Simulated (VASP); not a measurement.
Crystal: CdS.

```
Cd S
1.0
     4.16460    0.00000    0.00000
    -2.08230    3.60665    0.00000
     0.00000    0.00000    6.76601
Cd S
2 2
Direct
  0.33333 0.66667 0.99904
  0.66667 0.33333 0.49904
  0.33333 0.66667 0.37596
  0.66667 0.33333 0.87596
```

Base run:

* Program: VASP 6.6.1
* Functional: PBE
* Potentials or basis: VASP PAW PBE potentials, release 64 (Cd, S)
* Cutoff: 520 eV
* k mesh: 12 × 12 × 4
* Occupations: gaussian, width 0.01 eV
* Spin: no spin polarisation

Its results: band gap on the k mesh 1.18 eV; pressure 1.7 GPa.

Problem. The run is repeated on the same cell with these changes: functional from PBE to r2SCAN. What comes out?

Solution. Band gap on the k mesh 1.63 eV; pressure 0.3 GPa.

Caveats: the PAW data sets were made with another functional, which shifts forces and pressure a little (at least some runs).

A k mesh can miss the band edges.
